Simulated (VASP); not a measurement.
A run of VASP 6.6.1 is set up as follows.

Contents of INCAR:

```
SYSTEM = Pt
PREC = Accurate
ENCUT = 520
EDIFF = 1E-6
ISMEAR = 0
SIGMA = 0.15
LREAL = .False.
LASPH = .True.
NELM = 80
ALGO = Fast
ISIF = 2
LWAVE = .False.
LCHARG = .False.
GGA = PE
NBANDS = 17
```

Contents of KPOINTS:

```
Automatic mesh
0
Gamma
  18 18 12
  0 0 0
```

Contents of POSCAR:

```
Pt
1.0
    0.0000000000     -1.9579000000     -1.9579000000
    0.0000000000      1.9579000000     -1.9579000000
    3.9158000000      0.0000000000      0.0000000000
Pt
2
Direct
    0.5000000000      0.5000000000      0.5127687829
    0.0000000000      0.0000000000     -0.0127687829
```

Potentials or basis: VASP PAW PBE potentials, release 64 (Pt).

Command:

```bash
$ cat potpaw_PBE.64/Pt/POTCAR > POTCAR
$ mpirun -np 1 vasp_std > vasp.out
```

**Question.** What does it give for the largest force?

**Answer.** 1.444 eV/Å.

**Question.** What does it give for the pressure?

**Answer.** 12.7 GPa.

**Question.** Predict the band gap on the k mesh.

**Answer.** Zero (band 10 reaches 11.88 eV, above the bottom of band 11 at 10.15 eV).

Forces in eV/Å, atoms in the order of the input:
```
Pt  -1.444  0.000  0.000
Pt   1.444  0.000  0.000
```

Caveat: the cell differs from its parent crystal (mode 6 (200.8 1/cm) frozen in, largest displacement +0.050 Å); spin-orbit coupling is left out, which moves the levels of the heavy elements; forces of over 1 eV/Å act on the atoms, so gaps and moduli don't describe the material at rest.
